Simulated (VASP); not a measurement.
# Ti (I4/mmm) in VASP: further runs, part 3 of 3

VASP 6.6.1. The steps go on from the part before.

## (6) Electric field gradients, LDA (equal xx and yy strain of +2 %)

INCAR

```
SYSTEM = Ti
ALGO = Normal ; EDIFF = 1E-8
ENCUT = 400 ; GGA_COMPAT = .FALSE.
ISIF = 2 ; ISMEAR = -1
LASPH = .TRUE. ; LCHARG = .FALSE.
LEFG = .TRUE. ; LREAL = .FALSE.
LWAVE = .FALSE. ; NBANDS = 12
NELM = 120 ; PREC = Accurate
SIGMA = 0.05
```

KPOINTS

```
k-points
0
G
  15 15 15
  0 0 0
```

POSCAR

```
Ti
1.0
    0.0000000000      2.0706000000      2.0300000000
    2.0706000000      0.0000000000      2.0300000000
    2.0706000000      2.0706000000      0.0000000000
Ti
1
Direct
    0.0000000000      0.0000000000      0.0000000000
```

Potentials or basis: VASP PAW LDA potentials, release 64 (Ti_sv).

Run with:

```console
$ cat potpaw_LDA.64/Ti_sv/POTCAR > POTCAR
$ mpirun -np 1 vasp_std > vasp.out
```

OUTCAR:

```text
SYSTEM = Ti
   EDIFF = 1E-8
   ENCUT = 400
   ISIF = 2
   ISMEAR = -1
   LASPH = .TRUE.
   LREAL = .FALSE.
   NELM = 120
   PREC = Accurate

 ion  position               nearest neighbor table
   1  0.000  0.000  0.000-

  LATTYP: Found a body centered tetragonal cell.
 ALAT       =     2.9282706022
 C/A-ratio  =     1.3864838847

  Lattice vectors:

 A1 = (   0.0000000000,  -2.0706000000,  -2.0300000000)
 A2 = (   0.0000000000,   2.0706000000,  -2.0300000000)
 A3 = (   2.0706000000,   0.0000000000,   2.0300000000)

Analysis of symmetry for initial positions (statically):
=====================================================================
 Subroutine PRICEL returns:
 Original cell was already a primitive cell.

 Routine SETGRP: Setting up the symmetry group for a
 body centered tetragonal supercell.

 Subroutine GETGRP returns: Found 16 space group operations
 (whereof 16 operations were pure point group operations)
 out of a pool of 16 trial point group operations.

The static configuration has the point symmetry D_4h.

Analysis of symmetry for dynamics (positions and initial velocities):
=====================================================================
 Subroutine PRICEL returns:
 Original cell was already a primitive cell.

 Routine SETGRP: Setting up the symmetry group for a
 body centered tetragonal supercell.

 Subroutine GETGRP returns: Found 16 space group operations
 (whereof 16 operations were pure point group operations)
 out of a pool of 16 trial point group operations.

The dynamic configuration has the point symmetry D_4h.
[... 160 lines left out ...]
      8       8.9079      0.00000
      9      10.3113      0.00000
     10      10.4898      0.00000
     11      23.3045      0.00000
     12      27.5251      0.00000
[... 331 lines left out ...]
 k-point    24 :       0.2000    0.1333    0.0000
  band No.  band energies     occupation
      1     -48.0069      2.00000
      2     -24.4905      2.00000
      3     -24.3604      2.00000
      4     -24.3517      2.00000
      5       3.2163      2.00000
      6       8.0804      0.17703
      7       9.2312      0.00000
      8       9.2535      0.00000
      9       9.8385      0.00000
     10      10.5896      0.00000
     11      23.6484      0.00000
     12      24.4683      0.00000

 [... further k-points ...]

------------------------ aborting loop because EDIFF is reached ----------------------------------------

  FORCE on cell =-STRESS in cart. coord.  units (eV):
  Direction    XX          YY          ZZ          XY          YZ          ZX
  --------------------------------------------------------------------------------------
  -------------------------------------------------------------------------------------
  Total       -1.0592293     -1.0592293     -0.9741465      0.0000000      0.0000000     -0.0000000
  in kB      -97.4949515    -97.4949515    -89.6636446      0.0000000      0.0000000     -0.0000000
  external PRESSURE =     -94.8845158 kB  Pullay stress =       0.0000000 kB

 VOLUME and BASIS-vectors are now :
 -----------------------------------------------------------------------------
  energy-cutoff  :      400.00
  volume of cell :       17.41
      direct lattice vectors                 reciprocal lattice vectors
     0.000000000  2.070600000  2.030000000    -0.241475901  0.241475901  0.246305419
     2.070600000  0.000000000  2.030000000     0.241475901 -0.241475901  0.246305419
     2.070600000  2.070600000  0.000000000     0.241475901  0.241475901 -0.246305419

 POSITION                                       TOTAL-FORCE (eV/Angst)
 -----------------------------------------------------------------------------------
      0.00000      0.00000      0.00000         0.000000      0.000000      0.000000
 -----------------------------------------------------------------------------------
    total drift:                               -0.000000     -0.000000     -0.000000

  FREE ENERGIE OF THE ION-ELECTRON SYSTEM (eV)
  ---------------------------------------------------
  free  energy   TOTEN  =        -8.4582275434 eV

  energy  without entropy=       -8.4433053914  energy(sigma->0) =       -8.45076647

 Electric field gradients (V/A^2)
---------------------------------------------------------------------
 ion       V_xx      V_yy      V_zz      V_xy      V_xz      V_yz
---------------------------------------------------------------------
   1      -0.565    -0.565     1.131    -0.001     0.000     0.000
---------------------------------------------------------------------

 Electric field gradients after diagonalization (V/A^2)
 (convention: |V_zz| > |V_xx| > |V_yy|)
----------------------------------------------------------------------
 ion       V_xx      V_yy      V_zz     asymmetry (V_yy - V_xx)/ V_zz
----------------------------------------------------------------------
   1      -0.566    -0.565     1.131       0.001
----------------------------------------------------------------------

           NMR quadrupolar parameters

 Cq : quadrupolar parameter    Cq=e*Q*V_zz/h
 eta: asymmetry parameters     (V_yy - V_xx)/ V_zz
 Q  : nuclear electric quadrupole moment in mb (millibarn)
----------------------------------------------------------------------
 ion       Cq(MHz)       eta       Q (mb)
----------------------------------------------------------------------
   1       0.003       0.001       1.000
----------------------------------------------------------------------
```

OSZICAR:

```text
N       E                     dE             d eps       ncg     rms          rms(c)
DAV:   1     0.759668787763E+02    0.75967E+02   -0.56228E+03  6948   0.101E+03
DAV:   2    -0.599477970559E+01   -0.81962E+02   -0.79708E+02  7040   0.268E+02
DAV:   3    -0.944865261495E+01   -0.34539E+01   -0.34230E+01  9180   0.587E+01
DAV:   4    -0.952837994575E+01   -0.79727E-01   -0.79657E-01  7716   0.778E+00
DAV:   5    -0.953062249021E+01   -0.22425E-02   -0.22425E-02  8244   0.112E+00    0.814E+00
DAV:   6    -0.847573169389E+01    0.10549E+01   -0.21732E+00  7544   0.213E+01    0.208E+00
DAV:   7    -0.845470313893E+01    0.21029E-01   -0.92169E-02  8532   0.309E+00    0.121E+00
DAV:   8    -0.845805276745E+01   -0.33496E-02   -0.34251E-02  7168   0.253E+00    0.161E-01
DAV:   9    -0.845822197597E+01   -0.16921E-03   -0.25138E-03  8836   0.585E-01    0.667E-02
DAV:  10    -0.845823399965E+01   -0.12024E-04   -0.25197E-04  7548   0.190E-01    0.893E-03
DAV:  11    -0.845822933130E+01    0.46684E-05   -0.20248E-05  8036   0.659E-02    0.118E-02
DAV:  12    -0.845822752789E+01    0.18034E-05   -0.45836E-06  7728   0.275E-02    0.990E-04
DAV:  13    -0.845822759989E+01   -0.72004E-07   -0.77308E-08  8028   0.316E-03    0.442E-04
DAV:  14    -0.845822753895E+01    0.60938E-07   -0.64128E-09  5404   0.124E-03    0.157E-04
DAV:  15    -0.845822754343E+01   -0.44777E-08   -0.64941E-10  4096   0.256E-04
   1 F= -.84582275E+01 E0= -.84507665E+01  d E =-.149222E-01
```

stdout:

```text
POSCAR found type information on POSCAR Ti
 POSCAR found :  1 types and       1 ions
 scaLAPACK will be used
 LDA part: xc-table for (Slater(with rela. corr.)+CA(PZ))
 , standard interpolation
 POSCAR, INCAR and KPOINTS ok, starting setup
 FFT: planning ... GRIDC
 FFT: planning ... GRID_SOFT
 FFT: planning ... GRID
 WAVECAR not read
 entering main loop
ion   1
```

It took 74 s on 1 thread of AMD EPYC 7R43 (Zen 3), shared host; peak memory 0.11 GiB.

What came out:

```yaml
Free_energy: -8.4582 eV
Pressure: -9.5 GPa
Band_gap_on_the_k_mesh: zero (bands 6 and 7 overlap by 1.10 eV)
Largest_electric_field_gradient_by_atom: Ti +1.1 V/Å²
```

Stress tensor (GPa, compression positive):
```
-9.75  0.00  0.00
 0.00 -9.75  0.00
 0.00  0.00 -8.97
```

Levels at points of the mesh, in eV from the Fermi level:
| k point | band 2 | band 3 | band 4 | band 5 | band 6 | band 7 | band 8 | band 9 | band 10 | band 11 |
| --- | --- | --- | --- | --- | --- | --- | --- | --- | --- | --- |
| (0.00, 0.00, 0.00) | -32.26 | -32.26 | -32.25 | -5.99 | 0.79 | 0.79 | 0.94 | 2.35 | 2.53 | 15.34 |

Electric field gradients, principal values (V/Å²):
```
atom   least  middle  greatest (by size)
1 Ti  -0.565  -0.566               1.131
```

Caveat: the cell differs from its parent crystal (equal xx and yy strain of +2 %); the cell stands under tension; without QUAD_EFG the Cq values of the log hold for a quadrupole moment of 1 mb, not for the nuclei.

## (7) Summary

| cell | gap on the mesh (eV) | pressure (GPa) |
| --- | --- | --- |
| a = 2.842, b = 2.842, c = 2.871 Å, angles 59.7, 59.7, 60.7°, 1 atom | none | -3.5 |
| a = 2.885, b = 2.885, c = 2.900 Å, angles 59.8, 59.8, 60.3°, 1 atom | none | -7.7 |
| a = 2.900, b = 2.900, c = 2.928 Å, angles 59.7, 59.7, 60.7°, 1 atom | none | -9.5 |

Alike in all rows: task electric field gradients; level LDA; potentials or basis VASP PAW LDA potentials, release 64 (Ti_sv); no spin polarisation; k mesh 15 × 15 × 15; cutoff (eV) 400; smearing fermi-dirac 0.05 eV.

Caveats: the cell stands under tension.

Total energies depend on the potentials used, so only differences within one code and one set of settings carry meaning.
